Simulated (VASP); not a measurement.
# Ti2Si3 in VASP: single point with r2SCAN

Aim: the single point of Ti2Si3 with r2SCAN.

Everything below comes from runs of VASP 6.6.1. Logs are shortened: lines on timing, memory, paths and dates and some standing lists are left out, and cuts for length are marked.

### 1 The cell of the first run

The cell holds a slab with vacuum, 10 atoms: a = 3.528 Å, b = 3.565 Å, c = 24.543 Å, α = 90.00°, β = 90.00°, γ = 90.00°.

### 2 Single point, r2SCAN

Input file POSCAR:

```
Ti2Si3
1.0
    3.5284141147      0.0000000000      0.0000000000
    0.0000000000      3.5645615989      0.0000000000
    0.0000000000      0.0000000000     24.5433438900
Ti Si
4 6
Direct
    0.5000000000      0.2500000000      0.3124791767
    0.5000000000      0.7500000000      0.4186251233
    0.0000000000      0.2500000000      0.5813758145
    0.0000000000      0.7500000000      0.6875195474
    0.0000000000      0.7500000000      0.3182623896
    0.0000000000      0.2500000000      0.3900818138
    0.5000000000      0.2500000000      0.4993185883
    0.0000000000      0.7500000000      0.5006828352
    0.5000000000      0.7500000000      0.6099175833
    0.5000000000      0.2500000000      0.6817371280
```

Input file INCAR.step1:

```
PREC = Accurate
ENCUT = 520
ISMEAR = 0
SIGMA = 0.1
LREAL = F
LASPH = T
NELM = 80
LDIPOL = T
IDIPOL = 3
DIPOL = 0.5 0.5 0.500
NBANDS = 47
GGA = PE
ALGO = Normal
EDIFF = 1E-4
LWAVE = T
LCHARG = F
```

Input file INCAR.step2:

```
PREC = Accurate
ENCUT = 520
EDIFF = 1E-6
ISMEAR = 0
SIGMA = 0.1
LREAL = F
LASPH = T
NELM = 80
ALGO = Normal
ISIF = 2
LWAVE = F
LCHARG = F
LDIPOL = T
IDIPOL = 3
DIPOL = 0.5 0.5 0.500
METAGGA = R2SCAN
LMIXTAU = T
NBANDS = 47
ISTART = 1
```

Input file KPOINTS:

```
Automatic mesh
0
Gamma
  10 10 1
```

Potentials or basis: VASP PAW PBE potentials, release 64 (Ti_sv, Si).

Launch:

```
$ cat potpaw_PBE.64/Ti_sv/POTCAR potpaw_PBE.64/Si/POTCAR > POTCAR
$ cp INCAR.step1 INCAR
$ mpirun -np 1 vasp_std > vasp.out
$ cp INCAR.step2 INCAR
$ mpirun -np 1 vasp_std > vasp.out
```

OUTCAR:

```text
PREC = Accurate
   ENCUT = 520
   EDIFF = 1E-6
   ISMEAR = 0
   LREAL = F
   LASPH = T
   NELM = 80
   ISIF = 2
   METAGGA = R2SCAN
   ISTART = 1

 ion  position               nearest neighbor table
   1  0.500  0.250  0.312-   5 2.51   5 2.51   5 2.51   5 2.51   6 2.60   6 2.60
   2  0.500  0.750  0.419-   6 2.60   6 2.60   6 2.60   6 2.60   7 2.66   7 2.66   8 2.68   8 2.68
                             5 3.03   5 3.03
   3  0.000  0.250  0.581-   9 2.60   9 2.60   9 2.60   9 2.60   8 2.66   8 2.66   7 2.68   7 2.68
                            10 3.03  10 3.03
   4  0.000  0.750  0.688-  10 2.51  10 2.51  10 2.51  10 2.51   9 2.60   9 2.60
   5  0.000  0.750  0.318-   6 2.51   6 2.51   1 2.51   1 2.51   1 2.51   1 2.51   2 3.03   2 3.03

   6  0.000  0.250  0.390-   5 2.51   5 2.51   1 2.60   1 2.60   2 2.60   2 2.60   2 2.60   2 2.60

   7  0.500  0.250  0.499-   8 2.51   8 2.51   8 2.51   8 2.51   2 2.66   2 2.66   3 2.68   3 2.68

   8  0.000  0.750  0.501-   7 2.51   7 2.51   7 2.51   7 2.51   3 2.66   3 2.66   2 2.68   2 2.68

   9  0.500  0.750  0.610-  10 2.51  10 2.51   4 2.60   4 2.60   3 2.60   3 2.60   3 2.60   3 2.60

  10  0.500  0.250  0.682-   9 2.51   9 2.51   4 2.51   4 2.51   4 2.51   4 2.51   3 3.03   3 3.03

  LATTYP: Found a simple orthorhombic cell.
 ALAT       =     3.5284141147
 B/A-ratio  =     1.0102446830
 C/A-ratio  =     6.9559136462

  Lattice vectors:

 A1 = (   3.5284141147,   0.0000000000,   0.0000000000)
 A2 = (   0.0000000000,   3.5645615989,   0.0000000000)
 A3 = (   0.0000000000,   0.0000000000,  24.5433438900)

Analysis of symmetry for initial positions (statically):
=====================================================================
 Subroutine PRICEL returns:
 Original cell was already a primitive cell.

 Routine SETGRP: Setting up the symmetry group for a
 simple orthorhombic supercell.

 Subroutine GETGRP returns: Found  8 space group operations
 (whereof  2 operations were pure point group operations)
 out of a pool of  8 trial point group operations.

The static configuration has the point symmetry C_1h.
 The point group associated with its full space group is D_2h.

Analysis of symmetry for dynamics (positions and initial velocities):
=====================================================================
 Subroutine PRICEL returns:
 Original cell was already a primitive cell.

 Routine SETGRP: Setting up the symmetry group for a
 simple orthorhombic supercell.

 Subroutine GETGRP returns: Found  8 space group operations
 (whereof  2 operations were pure point group operations)
 out of a pool of  8 trial point group operations.

The dynamic configuration has the point symmetry C_1h.
 The point group associated with its full space group is D_2h.

 Subroutine INISYM returns: Found  8 space group operations
 (whereof  2 operations are pure point group operations),
 and found     1 'primitive' translations

----------------------------------------------------------------------------------------

                                     Primitive cell

  volume of cell :     308.6878

  direct lattice vectors                    reciprocal lattice vectors
     3.528414115  0.000000000  0.000000000     0.283413445  0.000000000  0.000000000
     0.000000000  3.564561599  0.000000000     0.000000000  0.280539408  0.000000000
     0.000000000  0.000000000 24.543343890     0.000000000  0.000000000  0.040744244

  length of vectors
     3.528414115  3.564561599 24.543343890     0.283413445  0.280539408  0.040744244

  position of ions in fractional coordinates (direct lattice)
     0.500000000  0.250000000  0.312479177
     0.500000000  0.750000000  0.418625123
     0.000000000  0.250000000  0.581375814
     0.000000000  0.750000000  0.687519547
     0.000000000  0.750000000  0.318262390
     0.000000000  0.250000000  0.390081814
     0.500000000  0.250000000  0.499318588
     0.000000000  0.750000000  0.500682835
     0.500000000  0.750000000  0.609917583
     0.500000000  0.250000000  0.681737128

  ion indices of the primitive-cell ions
   primitive index   ion index
                 1           1
                 2           2
                 3           3
                 4           4
                 5           5
                 6           6
                 7           7
                 8           8
                 9           9
                10          10

----------------------------------------------------------------------------------------

 KPOINTS: Automatic mesh

Automatic generation of k-mesh.
 Grid dimensions read from file:
 generate k-points for:   10   10    1

 Generating k-lattice:

  Cartesian coordinates                     Fractional coordinates (reciprocal lattice)
     0.028341345  0.000000000  0.000000000     0.100000000  0.000000000  0.000000000
     0.000000000  0.028053941  0.000000000     0.000000000  0.100000000  0.000000000
     0.000000000  0.000000000  0.040744244     0.000000000  0.000000000  1.000000000

  Length of vectors
     0.028341345  0.028053941  0.040744244

  Shift w.r.t. Gamma in fractional coordinates (k-lattice)
     0.000000000  0.000000000  0.000000000

 Subroutine IBZKPT returns following result:
 ===========================================

 Found     36 irreducible k-points:

 Following reciprocal coordinates:
            Coordinates               Weight
  0.000000  0.000000  0.000000      1.000000
  0.100000  0.000000  0.000000      2.000000
  0.200000  0.000000  0.000000      2.000000
  0.300000  0.000000  0.000000      2.000000
  0.400000  0.000000  0.000000      2.000000
  0.500000  0.000000  0.000000      1.000000
[... 16 lines left out ...]
  0.400000  0.300000  0.000000      4.000000
  0.500000  0.300000  0.000000      2.000000
 [... further k-points ...]
   k-points           NKPTS =     36   k-points in BZ     NKDIM =     36   number of bands    NBANDS=     47
   number of dos      NEDOS =    301   number of ions     NIONS =     10
   total plane-waves  NPLWV = 150528
   dimension x,y,z NGX =    28 NGY =   28 NGZ =  192
   dimension x,y,z NGXF=    56 NGYF=   56 NGZF=  384
   ions per type =               4   6
   NGX,Y,Z   is equivalent  to a cutoff of  13.19, 13.06, 13.01 a.u.
   NGXF,Y,Z  is equivalent  to a cutoff of  26.39, 26.12, 26.01 a.u.
 SYSTEM =  unknown system
   PREC   = accura    normal or accurate (medium, high low for compatibility)
   ISTART =      1    job   : 0-new  1-cont  2-samecut
   ICHARG =      0    charge: 1-file 2-atom 10-const
   ISPIN  =      1    spin polarized calculation?
   LNONCOLLINEAR =      F non collinear calculations
   LSORBIT =      F    spin-orbit coupling
   LASPH  =      T    aspherical Exc in radial PAW
   ENCUT  =  520.0 eV  38.22 Ry    6.18 a.u.   6.56  6.63 45.63*2*pi/ulx,y,z
   NELM   =     80;   NELMIN=  2; NELMDL=  0     # of ELM steps
   EDIFF  = 0.1E-05   stopping-criterion for ELM
   LREAL  =      F    real-space projection
   EDIFFG = 0.1E-04   stopping-criterion for IOM
   NSW    =      0    number of steps for IOM
   IBRION =     -1    ionic relax: 0-MD 1-quasi-New 2-CG
   NFREE  =      0    steps in history (QN), initial steepest desc. (CG)
   ISIF   =      2    stress and relaxation
   ISYM   =      2    0-nonsym 1-usesym 2-fastsym
   POTIM  = 0.5000    time-step for ionic-motion
   TEBEG  =    0.0;   TEEND  =   0.0 temperature during run
   PSTRESS=    0.0 pullay stress
   NELECT =      72.0000    total number of electrons
   NUPDOWN=      -1.0000    fix difference up-down
   EMIN   =  10.00;   EMAX   =-10.00  energy-range for DOS
   EFERMI =   0.00;   METHOD = LEGACY
   ISMEAR =     0;   SIGMA  =   0.10  broadening in eV -4-tet -1-fermi 0-gaus
   EFERMI_NEDOS =   21; number of points for ismear=-14 and -15
   IALGO  =     38    algorithm
   IMIX   =      4    mixing-type and parameters
     AMIX     =   0.40;   BMIX     =  1.00
     AMIX_MAG =   1.60;   BMIX_MAG =  1.00
  volume/ion in A,a.u.               =      30.87       208.31
  Fermi-wavevector in a.u.,A,eV,Ry     =   1.007734  1.904341 13.817092  1.015528
  Thomas-Fermi vector in A             =   2.140557
   LORBIT       =      0    0 simple, 1 ext, 2 COOP (PROOUT), +10 PAW based schemes
   METAGGA = R2SCAN    functional components
   LHFCALC =     F    Hartree Fock is set to
   AEXX    =    0.0000 exact exchange contribution
   IVDW    =     0    specifies the selected vdW correction
   LEPSILON=     F    determine dielectric tensor
   LRPA    =     F    only Hartree local field effects (RPA)
 non-spin polarized calculation
 Gauss-broadening in eV      SIGMA  =   0.10
  energy-cutoff  :      520.00
  volume of cell :      308.69
 maximum number of plane-waves:      8375
 NGX is ok and might be reduce to    28
   NGX = 13   NGY = 13   NGZ = 91

 number of electron      72.0000021 magnetization

 dipolmoment           0.000000      0.000000      0.000033 electrons x Angstroem

 Free energy of the ion-electron system (eV)
  ---------------------------------------------------
  ext. energy  EPLUGINS =         0.00000000
  ---------------------------------------------------
  free energy    TOTEN  =      -107.69737076 eV

  energy without entropy =     -107.66775332  energy(sigma->0) =     -107.68256204

 E-fermi :   2.8125     XC(G=0):  -6.4767

 val. band max:        2.7840829433   @ k =   0.2000   0.0000   0.0000
 cond. band min:       2.8289341258   @ k =   0.0000   0.2000   0.0000
 fundamental gap:      0.0448511825
 Fermi energy:         2.8124827059

 k-point     1 :       0.0000    0.0000    0.0000
  band No.  band energies     occupation
      1     -56.2981      2.00000
      2     -56.2964      2.00000
      3     -56.2456      2.00000
      4     -56.2425      2.00000
      5     -31.7234      2.00000
      6     -31.7216      2.00000
[... 39 lines left out ...]
     46       4.6798      0.00000
     47       4.8936      0.00000
[... 1148 lines left out ...]
     46       5.3086      0.00000
     47       5.7022      0.00000

 [... further k-points ...]

------------------------ aborting loop because EDIFF is reached ----------------------------------------

 vacuum level on the upper side and lower side of the slab       (xc-potential included)        -0.017        -0.017

  FORCE on cell =-STRESS in cart. coord.  units (eV):
  Direction    XX          YY          ZZ          XY          YZ          ZX
  --------------------------------------------------------------------------------------
  -------------------------------------------------------------------------------------
  Total        2.0477598     -3.3111319      0.2748528     -0.0000000      0.0000000      0.0000000
  in kB       10.6284563    -17.1857172      1.4265644     -0.0000000      0.0000000      0.0000000
  external PRESSURE =      -1.7102322 kB  Pullay stress =       0.0000000 kB

 VOLUME and BASIS-vectors are now :
 -----------------------------------------------------------------------------
  energy-cutoff  :      520.00
  volume of cell :      308.69
      direct lattice vectors                 reciprocal lattice vectors
     3.528414115  0.000000000  0.000000000     0.283413445  0.000000000  0.000000000
     0.000000000  3.564561599  0.000000000     0.000000000  0.280539408  0.000000000
     0.000000000  0.000000000 24.543343890     0.000000000  0.000000000  0.040744244

 POSITION                                       TOTAL-FORCE (eV/Angst)
 -----------------------------------------------------------------------------------
      1.76421      0.89114      7.66928        -0.000000     -0.000000     -0.025606
      1.76421      2.67342     10.27446        -0.000000      0.000000      0.004926
      0.00000      0.89114     14.26891         0.000000     -0.000000     -0.004926
      0.00000      2.67342     16.87403        -0.000000     -0.000000      0.025606
      0.00000      2.67342      7.81122         0.000000      0.000000     -0.009407
      0.00000      0.89114      9.57391         0.000000      0.000000      0.002978
      1.76421      0.89114     12.25495         0.000000     -0.000000     -0.002903
      0.00000      2.67342     12.28843         0.000000      0.000000      0.002903
      1.76421      2.67342     14.96942         0.000000     -0.000000     -0.002978
      1.76421      0.89114     16.73211         0.000000      0.000000      0.009407
 -----------------------------------------------------------------------------------
    total drift:                                0.000000     -0.000000      0.024649

  FREE ENERGIE OF THE ION-ELECTRON SYSTEM (eV)
  ---------------------------------------------------
  free  energy   TOTEN  =      -107.6973707575 eV

  energy  without entropy=     -107.6677533237  energy(sigma->0) =     -107.68256204

 vacuum level on the upper side and lower side of the slab         6.485         6.484
```

Wall time 1.6 h (1 thread of Oxide Virtual Turin-like, shared host); peak memory 0.64 GiB.

What came out:

| Item | Value |
| --- | --- |
| Free energy | -107.6974 eV |
| Largest force | 0.026 eV/Å |
| Band gap on the k mesh | zero (bands 36 and 37 overlap by 0.96 eV) |

Forces in eV/Å, atoms in the order of the input:
```
Ti   0.000  0.000 -0.026
Ti   0.000  0.000  0.005
Ti   0.000  0.000 -0.005
Ti   0.000  0.000  0.026
Si   0.000  0.000 -0.009
Si   0.000  0.000  0.003
Si   0.000  0.000 -0.003
Si   0.000  0.000  0.003
Si   0.000  0.000 -0.003
Si   0.000  0.000  0.009
```

Caveat: the PAW data sets were made with another functional, which shifts forces and pressure a little.

The gap in the log of VASP goes by the Fermi energy; the results here count the filled bands.